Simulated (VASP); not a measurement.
## TaN: single point with PBE

Crystal: TaN.

```
Ta N
1.0
     2.75557    0.00000    0.00000
     0.00000    2.75557    0.00000
     0.00000    0.00000    2.74419
Ta N
1 1
Cartesian
  0.0000 0.0000 0.0000
  1.3778 1.3778 1.3721
```

```
Program                : VASP 6.6.1
Task                   : single point
Functional             : PBE
Potentials or basis    : VASP PAW PBE potentials, release 64 (Ta_pv, N)
Cutoff                 : 520 eV
k mesh                 : 8 × 8 × 6
Occupations            : fermi-dirac, width 0.1 eV
Spin                   : no spin polarisation
Dipole correction      : no
Further INCAR settings : ALGO = Normal; EDIFF = 1e-06; NBANDS = 15
```

- Pressure: 0.7 GPa
- Band gap on the k mesh: zero (band 8 reaches 15.28 eV, above the bottom of band 9 at 6.60 eV)

Levels at points of the mesh, in eV from the Fermi level:
| k point | band 5 | band 6 | band 7 | band 8 | band 9 | band 10 | band 11 | band 12 |
| --- | --- | --- | --- | --- | --- | --- | --- | --- |
| (0.00, 0.00, 0.00) | -4.62 | -4.61 | -2.56 | -2.56 | -2.50 | 2.33 | 4.00 | 4.04 |
| (0.50, 0.00, 0.00) | -9.77 | -4.45 | -4.36 | -3.44 | 3.92 | 4.61 | 5.34 | 5.36 |
| (0.50, 0.50, 0.00) | -5.76 | -5.76 | -3.58 | -1.85 | 0.91 | 0.91 | 0.95 | 6.84 |
| (0.00, 0.00, 0.50) | -9.75 | -4.44 | -4.44 | -3.40 | 4.00 | 4.58 | 5.30 | 5.30 |
| (0.50, 0.00, 0.50) | -5.76 | -5.74 | -3.52 | -1.90 | 0.81 | 0.85 | 0.87 | 6.90 |
| (0.50, 0.50, 0.50) | -8.82 | -8.82 | -8.80 | 6.19 | 6.19 | 6.22 | 7.14 | 7.20 |

It took 27 s on 1 thread of AMD EPYC 7R13 (shared host), peak memory 0.11 GiB.

Caveat: the k points lie up to 0.38 Å⁻¹ apart; spin-orbit coupling is left out, which moves the levels of the heavy elements.
